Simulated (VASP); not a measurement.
# Te (Pm-3m) in VASP: further runs, part 2 of 2

VASP 6.6.1. The steps go on from the part before.

### 3 Single point, PBEsol (volume scaled by 0.88)

Input file INCAR:

```
  PREC = Accurate
  ENCUT = 520
  EDIFF = 1E-7
  ISMEAR = -1
  SIGMA = 0.08
  LREAL = False
  LASPH = True
  NELM = 100
  ALGO = Normal
  ISIF = 2
  LWAVE = False
  LCHARG = False
  GGA = PS
  NBANDS = 9
```

Input file KPOINTS:

```
regular mesh
0
Gamma
  13 13 13
```

Input file POSCAR:

```
Te
1.0
    3.0186792501      0.0000000000      0.0000000000
    0.0000000000      3.0186792501      0.0000000000
    0.0000000000      0.0000000000      3.0186792501
Te
1
Direct
    0.0000000000      0.0000000000      0.0000000000
```

Potentials or basis: VASP PAW PBE potentials, release 64 (Te).

On the command line:

```bash
$ cat potpaw_PBE.64/Te/POTCAR > POTCAR
$ mpirun -np 1 vasp_std > vasp.out
```

It took 4.6 s on 1 thread of Intel Xeon 6975P-C (Granite Rapids), shared host; peak memory 0.15 GiB.

Results (log left out):

```
Free energy            : -3.4057 eV
Pressure               : 10.2 GPa
Band gap on the k mesh : zero (band 3 reaches 11.95 eV, above the bottom of band 4 at 5.27 eV)
```

Levels at points of the mesh, in eV from the Fermi level:
```csv
k point,band 1,band 2,band 3,band 4,band 5,band 6
"(0.00, 0.00, 0.00)",-15.21,1.27,1.27,1.27,5.72,5.72
```

Caveat: the cell differs from its parent crystal (volume scaled by 0.88); the PAW data sets were made with another functional, which shifts forces and pressure a little; spin-orbit coupling is left out, which moves the levels of the heavy elements.

### 4 Single point, PBEsol

This run uses another cell than the first one, of 31.26 Å³/atom, 1.136 times its volume.

Input file INCAR:

```
SYSTEM = Te
ALGO = Normal
EDIFF = 1E-7
ENCUT = 520
GGA = PS
ISIF = 2
ISMEAR = -1
LASPH = .True.
LCHARG = .False.
LREAL = .False.
LWAVE = .False.
NBANDS = 9
NELM = 100
PREC = Accurate
SIGMA = 0.08
```

Input file KPOINTS:

```
k-points
0
Gamma
  13 13 13
  0 0 0
```

Input file POSCAR:

```
Te
1.0
    3.1500884291      0.0000000000      0.0000000000
    0.0000000000      3.1500884291      0.0000000000
    0.0000000000      0.0000000000      3.1500884291
Te
1
Direct
    0.0000000000      0.0000000000      0.0000000000
```

Potentials or basis: VASP PAW PBE potentials, release 64 (Te).

On the command line:

```bash
$ cat potpaw_PBE.64/Te/POTCAR > POTCAR
$ mpirun -np 1 vasp_std > vasp.out
```

OUTCAR:

```text
SYSTEM = Te
   EDIFF = 1E-7
   ENCUT = 520
   GGA = PS
   ISIF = 2
   ISMEAR = -1
   LASPH = .True.
   LREAL = .False.
   NELM = 100
   PREC = Accurate

 ion  position               nearest neighbor table
   1  0.000  0.000  0.000-

  LATTYP: Found a simple cubic cell.
 ALAT       =     3.1500884291

  Lattice vectors:

 A1 = (   3.1500884291,   0.0000000000,   0.0000000000)
 A2 = (   0.0000000000,   3.1500884291,   0.0000000000)
 A3 = (   0.0000000000,   0.0000000000,   3.1500884291)

[... 464 lines left out ...]
      8      19.4752      0.00000
      9      20.4980      0.00000

 [... further k-points ...]

------------------------ aborting loop because EDIFF is reached ----------------------------------------

  FORCE on cell =-STRESS in cart. coord.  units (eV):
  Direction    XX          YY          ZZ          XY          YZ          ZX
  --------------------------------------------------------------------------------------
  -------------------------------------------------------------------------------------
  Total        0.0091106      0.0091106      0.0091106     -0.0000000     -0.0000000      0.0000000
  in kB        0.4669682      0.4669682      0.4669682     -0.0000000     -0.0000000      0.0000000
  external PRESSURE =       0.4669682 kB  Pullay stress =       0.0000000 kB

 VOLUME and BASIS-vectors are now :
 -----------------------------------------------------------------------------
  energy-cutoff  :      520.00
  volume of cell :       31.26
      direct lattice vectors                 reciprocal lattice vectors
     3.150088429  0.000000000  0.000000000     0.317451406  0.000000000  0.000000000
     0.000000000  3.150088429  0.000000000     0.000000000  0.317451406  0.000000000
     0.000000000  0.000000000  3.150088429     0.000000000  0.000000000  0.317451406

 POSITION                                       TOTAL-FORCE (eV/Angst)
 -----------------------------------------------------------------------------------
      0.00000      0.00000      0.00000         0.000000      0.000000      0.000000
 -----------------------------------------------------------------------------------
    total drift:                               -0.000000      0.000000      0.000000

  FREE ENERGIE OF THE ION-ELECTRON SYSTEM (eV)
  ---------------------------------------------------
  free  energy   TOTEN  =        -3.5122050883 eV

  energy  without entropy=       -3.5014979258  energy(sigma->0) =       -3.50685151
```

stdout:

```text
POSCAR found type information on POSCAR Te
 POSCAR found :  1 types and       1 ions
 scaLAPACK will be used
 -----------------------------------------------------------------------------
|                                                                             |
|                                                                             |
|     You enforced a specific xc type in the INCAR file but a different       |
|     I HOPE YOU KNOW WHAT YOU ARE DOING!                                     |
|                                                                             |
 -----------------------------------------------------------------------------

 LDA part: xc-table for (Slater+PW92), standard interpolation
 POSCAR, INCAR and KPOINTS ok, starting setup
 FFT: planning ... GRIDC
 FFT: planning ... GRID_SOFT
 FFT: planning ... GRID
 WAVECAR not read
 entering main loop
```

Run time: 5.4 s. Hardware: 1 thread of Intel Xeon Platinum 8481C at 2.70GHz (Sapphire Rapids), shared host; peak memory 0.15 GiB.

Results:

```yaml
Free_energy: -3.5122 eV
Pressure: 0.0 GPa
Band_gap_on_the_k_mesh: zero (band 3 reaches 9.59 eV, above the bottom of band 4 at 3.85 eV)
```

Caveat: the PAW data sets were made with another functional, which shifts forces and pressure a little; spin-orbit coupling is left out, which moves the levels of the heavy elements.

### 5 Relaxation of cell and atoms, PBEsol

This run uses another cell than the first one, of 31.32 Å³/atom, 1.139 times its volume.

Input file INCAR:

```
PREC     = Accurate       # precision mode
ENCUT    = 600            # plane-wave cutoff, eV
EDIFF    = 1E-6           # SCF threshold, eV
ISMEAR   = -1             # smearing method
SIGMA    = 0.08           # smearing width, eV
LREAL    = F              # projectors in reciprocal space
LASPH    = T              # aspherical terms in the spheres
NELM     = 100            # most SCF steps
ALGO     = Normal         # electronic algorithm
ISIF     = 3              # what is computed and relaxed
LWAVE    = F              # write WAVECAR
LCHARG   = F              # write CHGCAR
GGA      = PS             # functional
IBRION   = 2              # ionic algorithm
NSW      = 60             # ionic steps
EDIFFG   = -0.005         # ionic threshold
```

Input file KPOINTS:

```
Automatic mesh
0
Gamma
  13 13 13
```

Input file POSCAR:

```
Te
1.0
    3.1521527235      0.0000000000      0.0000000000
    0.0000000000      3.1521527235      0.0000000000
    0.0000000000      0.0000000000      3.1521527235
Te
1
Direct
    0.0000000000      0.0000000000      0.0000000000
```

On the command line:

```bash
$ cat potpaw_PBE.64/Te/POTCAR > POTCAR
$ mpirun -np 1 vasp_std > vasp.out
```

It took 12 s on 1 thread of Intel Xeon Platinum 8481C at 2.70GHz (Sapphire Rapids), shared host; peak memory 0.17 GiB.

It converged, with:

| Item | Value |
| --- | --- |
| Free energy | -3.5122 eV |
| Relaxed volume | 31.28 Å³/atom |
| Relaxed cell | a = 3.151 Å, b = 3.151 Å, c = 3.151 Å, α = 90.00°, β = 90.00°, γ = 90.00° |
| Space group after relaxing (to 0.05 Å) | Pm-3m (No. 221) |
| Energy gained by relaxing | 0.0 meV/atom |
| Ionic steps | 3 |
| Pressure after relaxing | 0.0 GPa |
| Band gap on the k mesh | zero (band 3 reaches 9.57 eV, above the bottom of band 4 at 3.85 eV) |

Final structure:
```
Te
1.0
     3.15086    0.00000    0.00000
     0.00000    3.15086    0.00000
     0.00000    0.00000    3.15086
Te
1
Direct
  0.00000 0.00000 0.00000
```

Levels at points of the mesh, in eV from the Fermi level:
```csv
k point,band 1,band 2,band 3,band 4,band 5,band 6
"(0.00, 0.00, 0.00)",-14.02,1.19,1.19,1.19,5.94,5.94
```

Caveat: the PAW data sets were made with another functional, which shifts forces and pressure a little; spin-orbit coupling is left out, which moves the levels of the heavy elements.

### 6 Single point, PBEsol

This run uses another cell than the first one, of 21.26 Å³/atom, 0.773 times its volume.

Input file INCAR:

```
SYSTEM = Te
  PREC = Accurate
  ENCUT = 500
  EDIFF = 1E-6
  ISMEAR = -1
  SIGMA = 0.001
  LREAL = .FALSE.
  LASPH = .TRUE.
  NELM = 120
  ALGO = Normal
  ISIF = 2
  LWAVE = .FALSE.
  LCHARG = .FALSE.
  GGA = PS
  NBANDS = 9
  GGA_COMPAT = .FALSE.
```

Input file KPOINTS:

```
regular mesh
0
G
  13 13 13
  0 0 0
```

Input file POSCAR:

```
Te
1.0
    2.7700804550      0.0000000000      0.0000000000
    0.0000000000      2.7700804550      0.0000000000
    0.0000000000      0.0000000000      2.7700804550
Te
1
Direct
    0.0000000000      0.0000000000      0.0000000000
```

Potentials or basis: VASP PAW PBE potentials, release 64 (Te).

On the command line:

```bash
$ cat potpaw_PBE.64/Te/POTCAR > POTCAR
$ mpirun -np 1 vasp_std > vasp.out
```

It took 16 s on 1 thread of Intel Xeon 8259CL, shared host; peak memory 0.13 GiB.

Results (log left out):

```
Free energy            : -2.3193 eV
Pressure               : 51.4 GPa
Band gap on the k mesh : zero (band 3 reaches 17.56 eV, above the bottom of band 4 at 9.03 eV)
```

Levels at points of the mesh, in eV from the Fermi level:
| k point | band 1 | band 2 | band 3 | band 4 | band 5 | band 6 | band 7 | band 8 |
| --- | --- | --- | --- | --- | --- | --- | --- | --- |
| (0.00, 0.00, 0.00) | -18.15 | 1.39 | 1.39 | 1.39 | 5.34 | 5.34 | 8.15 | 19.33 |

Caveat: the PAW data sets were made with another functional, which shifts forces and pressure a little; spin-orbit coupling is left out, which moves the levels of the heavy elements.

### 7 Overview

| task | cell | cutoff (eV) | smearing | gap on the mesh (eV) | pressure (GPa) |
| --- | --- | --- | --- | --- | --- |
| single point | a = 3.019 Å, 1 atom | 520 | fermi-dirac 0.08 eV | none | 10.2 |
| single point | a = 3.150 Å, 1 atom | 520 | fermi-dirac 0.08 eV | none | 0.0 |
| relaxation of cell and atoms | relaxed from a = 3.152 Å, 1 atom | 600 | fermi-dirac 0.08 eV | none | 0.0 |
| single point | a = 2.770 Å, 1 atom | 500 | fermi-dirac 0.001 eV | none | 51.4 |

Alike in all rows: level PBEsol; potentials or basis VASP PAW PBE potentials, release 64 (Te); no spin polarisation; k mesh 13 × 13 × 13.

Caveats: the PAW data sets were made with another functional, which shifts forces and pressure a little; spin-orbit coupling is left out, which moves the levels of the heavy elements.

Absolute energies hang on the potentials; compare differences alone.
